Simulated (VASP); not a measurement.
Here is a VASP 6.6.1 calculation.

INCAR

```
PREC = Accurate ; ENCUT = 520
EDIFF = 1E-7 ; ISMEAR = -1
SIGMA = 0.08 ; LREAL = F
LASPH = T ; NELM = 100
ALGO = Normal ; ISIF = 2
LWAVE = F ; LCHARG = T
GGA = PS ; LELF = T
LVHAR = T ; NBANDS = 10
```

Contents of KPOINTS:

```
regular mesh
0
Gamma
  15 15 8
```

Contents of POSCAR:

```
Li
1.0
    3.1421121731      0.0000000000      0.0000000000
   -1.5710560866      2.7211489634      0.0000000000
    0.0000000000      0.0000000000      5.0930000000
Li
2
Direct
    0.3333333333      0.6666666667      0.2500000000
    0.6666666667      0.3333333333      0.7500000000
```

Potentials or basis: VASP PAW PBE potentials, release 64 (Li_sv).

The run is started by

```sh
$ cat potpaw_PBE.64/Li_sv/POTCAR > POTCAR
$ mpirun -np 1 vasp_std > vasp.out
```

(1) Estimate the band gap on the k mesh.

## Answers

(1) zero (band 3 reaches 2.50 eV, above the bottom of band 4 at -1.93 eV).

Caveat: the cell differs from its parent crystal (equal xx and yy strain of +1 %).
